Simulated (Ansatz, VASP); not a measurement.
Two plane-wave programs on TiC

```
Ti C
1.0
    -0.01623    2.16400    2.16400
     2.16400   -0.01623    2.16400
     2.14777    2.14777    0.00000
Ti C
1 1
Direct
  0.00000 0.00000 0.00000
  0.50000 0.50000 0.50000
```

Change from the starting cell: xy shear strain of -1.5 %, PAW files.

Alike in both runs: task electric field gradients; functional PBE; k mesh 14 × 14 × 14; occupations fermi-dirac, width 0.03 eV; no spin polarisation.

|  | VASP | Ansatz |
| --- | --- | --- |
| version | VASP 6.6.1 | Ansatz 0.2.0 |
| potentials or method | VASP PAW PBE potentials, release 64 (Ti_sv, C) | PAW with Ansatz's default frozen-core files, scalar-relativistic |
| plane-wave cutoff (eV) | 520 | 420 |
| valence electrons in the cell | 16 | 16 |

VASP gave:

| Quantity | Value |
| --- | --- |
| pressure (GPa) | 1.1 |
| traceless stress, the component that is largest in VASP (GPa) | 2.54 |
| size of Vzz on the site where it differs most (V/Å²) | 0.6 |

Q: Which values does Ansatz return?

A: Pressure (GPa): 0.9; traceless stress, the component that is largest in VASP (GPa): 2.55; size of Vzz on the site where it differs most (V/Å²): 0.6.
